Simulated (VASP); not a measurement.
Write the native input for VASP 6.6.1 that does the following.

```yaml
Task: single point
Functional: PBE
Potentials_or_basis: VASP PAW PBE potentials, release 64 (Sc_sv, Al, N)
Cutoff: 520 eV
k_mesh: 12 × 12 × 4
Occupations: gaussian, width 0.02 eV
Spin: no spin polarisation
Dipole_correction: no
k_mesh_for_the_DOS: 18 × 18 × 6
Occupations_for_the_DOS: tetrahedron
Further_INCAR_settings: ALGO = Normal; EDIFF = 1e-06
```

The system is ScAl2N3.

```
Sc Al N
1.0
     3.21569    0.00000    0.00000
    -1.60785    2.78487    0.00000
     0.00000    0.00000    8.00225
Sc Al N
1 2 3
Direct
  0.33333 0.66667 0.66704
  0.00000 0.00000 0.00810
  0.66667 0.33333 0.32240
  0.66667 0.33333 0.08339
  0.33333 0.66667 0.39882
  0.00000 0.00000 0.77026
```

The input as run:

POSCAR

```
ScAl2N3
1.0
    3.2156940082      0.0000000000      0.0000000000
   -1.6078470041      2.7848727019      0.0000000000
    0.0000000000      0.0000000000      8.0022546913
Sc Al N
1 2 3
Direct
    0.3333333333      0.6666666667      0.6670361220
    0.0000000000      0.0000000000      0.0080989878
    0.6666666667      0.3333333333      0.3223967577
    0.6666666667      0.3333333333      0.0833888600
    0.3333333333      0.6666666667      0.3988153081
    0.0000000000      0.0000000000      0.7702639643
```

INCAR.step1

```
PREC = Accurate
ENCUT = 520
EDIFF = 1E-6
ISMEAR = 0
SIGMA = 0.02
LREAL = False
LASPH = True
NELM = 100
ALGO = Normal
ISIF = 2
LWAVE = False
LCHARG = True
LMAXMIX = 4
GGA = PE
NBANDS = 25
```

KPOINTS.step1

```
regular mesh
0
Gamma
  12 12 4
```

INCAR.step2

```
PREC = Accurate
ENCUT = 520
EDIFF = 1E-6
ISMEAR = -5
SIGMA = 0.02
LREAL = False
LASPH = True
NELM = 100
ALGO = Normal
ISIF = 2
LWAVE = False
LCHARG = False
LMAXMIX = 4
GGA = PE
LORBIT = 11
NEDOS = 1001
ICHARG = 11
```

KPOINTS.step2

```
regular mesh
0
Gamma
  18 18 6
```

Potentials or basis: VASP PAW PBE potentials, release 64 (Sc_sv, Al, N).

The run is started by

```sh
$ cat potpaw_PBE.64/Sc_sv/POTCAR potpaw_PBE.64/Al/POTCAR potpaw_PBE.64/N/POTCAR > POTCAR
$ cp INCAR.step1 INCAR
$ cp KPOINTS.step1 KPOINTS
$ mpirun -np 1 vasp_std > vasp.out
$ cp INCAR.step2 INCAR
$ cp KPOINTS.step2 KPOINTS
$ mpirun -np 1 vasp_std > vasp.out
```

Results of the run:

```yaml
Valence_electrons_inside_the_program's_atomic_spheres: Sc 9.85; Al 0.76; N 3.79, 3.76, 3.81
```

Run time: 3.5 min on 1 thread of AMD EPYC 7R13 Processor (Zen 3) (shared host), peak memory 0.37 GiB.
